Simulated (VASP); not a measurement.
A run of VASP 6.6.1 is set up as follows.

Contents of INCAR:

```
PREC = Accurate ; ENCUT = 520
EDIFF = 1E-6 ; ISMEAR = 0
SIGMA = 0.03 ; LREAL = False
LASPH = True ; NELM = 80
ALGO = Normal ; ISIF = 2
LWAVE = False ; LCHARG = False
GGA = PS ; NBANDS = 26
```

KPOINTS

```
regular mesh
0
Gamma
  10 10 10
```

The input POSCAR:

```
AgCl
1.0
    1.8709097030     -5.5565952358      0.0000000000
    1.8709097030      5.5565952358      0.0000000000
    0.0000000000      0.0000000000      3.9240373500
Ag Cl
2 2
Direct
    0.3965554000      0.6034446000      0.7500000000
    0.6034446000      0.3965554000      0.2500000000
    0.8654487300      0.1345512700      0.2500000000
    0.1345512700      0.8654487300      0.7500000000
```

Potentials or basis: VASP PAW PBE potentials, release 64 (Ag, Cl).

The run is started by

```console
$ cat potpaw_PBE.64/Ag/POTCAR potpaw_PBE.64/Cl/POTCAR > POTCAR
$ mpirun -np 1 vasp_std > vasp.out
```

(1) Predict the largest force.

(2) What does it give for the pressure?

(3) Predict the band gap on the k mesh.

Answers

(1) 0.029 eV/Å.

(2) -3.0 GPa.

(3) 0.31 eV (least direct gap 1.81 eV).

Caveat: the PAW data sets were made with another functional, which shifts forces and pressure a little.
